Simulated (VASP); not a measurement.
BaZrO3, 5 atoms in the cell. The structure is cubic, space group Pm-3m (No. 221). The conventional cell has a = 4.181 Å, b = 4.181 Å, c = 4.181 Å, α = 90.00°, β = 90.00°, γ = 90.00°. Within 3.9 Å of Ba (site symmetry m-3m) lie 12 O at 2.96 Å and 8 Zr at 3.62 Å. Zr (site symmetry m-3m) has 6 O at 2.09 Å within 2.8 Å. O (site symmetry 4/mmm) has 2 Zr at 2.09 Å within 2.8 Å. 

* Program: VASP 6.6.1
* Task: single point
* Functional: PBEsol
* Potentials or basis: VASP PAW PBE potentials, release 64 (Ba_sv, Zr_sv, O_h)
* Cutoff: 1340 eV
* k mesh: 6 × 6 × 6
* Occupations: gaussian, width 0.02 eV
* Spin: no spin polarisation
* Dipole correction: no
* Further INCAR settings: ALGO = Normal; EDIFF = 1e-06; NBANDS = 28

Potentials or basis: VASP PAW PBE potentials, release 64 (Ba_sv, Zr_sv, O_h).

Command:

```console
$ cat potpaw_PBE.64/Ba_sv/POTCAR potpaw_PBE.64/Zr_sv/POTCAR potpaw_PBE.64/O_h/POTCAR > POTCAR
$ mpirun -np 1 vasp_std > vasp.out
```

Hardware: 1 thread of AMD EPYC 7R43 64-Core Processor (Zen 3), on a shared host.

Q: How long does it take, and how much memory?

A: Wall time 4.2 min on 1 thread of AMD EPYC 7R43 64-Core Processor (Zen 3) (shared host), peak memory 0.41 GiB. Counts: scf iterations 14, k points 20.
